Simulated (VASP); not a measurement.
MgO: single point with LDA

MgO:

```xyz
2
Lattice="0.0000 2.0595 2.0929 2.0595 0.0000 2.0929 2.0595 2.0595 0.0000" Properties=species:S:1:pos:R:3 pbc="T T T"
Mg    0.0000    0.0000    0.0000
O     2.0595    2.0595    2.0929
```

- Program: VASP 6.6.1
- Task: single point
- Functional: LDA
- Potentials or basis: VASP PAW LDA potentials, release 64 (Mg_sv, O)
- Cutoff: 840 eV
- k mesh: 8 × 8 × 8
- Occupations: gaussian, width 0.01 eV
- Spin: no spin polarisation
- Dipole correction: no
- Further INCAR settings: ALGO = Normal; EDIFF = 1e-06; NBANDS = 15

```
Pressure               : 3.1 GPa
Band gap on the k mesh : 5.16 eV
```

Stress tensor (GPa, compression positive):
```
4.40 0.00 0.00
0.00 4.40 0.00
0.00 0.00 0.40
```

Levels at points of the mesh, in eV from the valence-band top:
```tsv
k point	band 4	band 5	band 6	band 7	band 8	band 9	band 10	band 11	band 12	band 13
(0.00, 0.00, 0.00)	-38.65	-17.28	-0.03	-0.03	0.00	5.16	15.67	15.85	15.85	19.95
(0.50, 0.00, 0.00)	-38.65	-15.75	-4.94	-0.77	-0.73	8.04	12.96	16.33	16.70	21.37
(0.50, 0.50, 0.00)	-38.68	-15.55	-4.40	-1.41	-1.41	9.04	10.29	13.27	19.53	19.53
(0.50, 0.00, 0.50)	-38.69	-15.50	-4.33	-1.53	-1.43	8.87	10.26	13.49	19.17	19.51
```

Wall time 19 s on 1 thread of Intel(R) Xeon(R) Platinum 8375C CPU @ 2.90GHz (Ice Lake), with other jobs on the host, peak memory 0.15 GiB.

Caveat: the cell stands under pressure.
